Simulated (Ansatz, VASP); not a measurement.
## One calculation of Al3Pd, two programs

```xyz
4
Lattice="3.9469 0.0000 0.0000 0.0000 3.9469 0.0000 0.0000 0.0000 3.9469" Properties=species:S:1:pos:R:3 pbc="T T T"
Al    0.0000    1.9735    1.9735
Al    1.9735    0.0000    1.9735
Al    1.9735    1.9735    0.0000
Pd    0.0000    0.0000    0.0000
```

Alike in both runs: task single point; functional PBE; k mesh 12 × 12 × 12; occupations gaussian, width 0.1 eV; no spin polarisation.

|  | VASP | Ansatz |
| --- | --- | --- |
| version | VASP 6.6.1 | Ansatz 0.2.0 |
| potentials or method | VASP PAW PBE potentials, release 64 (Al, Pd), cutoff 520 eV | scalar-relativistic, plane waves, PAW |
| valence electrons in the cell | 19 | 27 |

```csv
,VASP,Ansatz,Ansatz less VASP
gap on the k mesh at the Fermi level (eV),none,none,-
pressure (GPa),1.2,1.2,+0.03
```

A gap of «none» marks a metal or a gap that the smearing closes. VASP's potentials hold 19 valence electrons a cell and Ansatz's 27, so a difference there can come from the potentials and not from the codes.
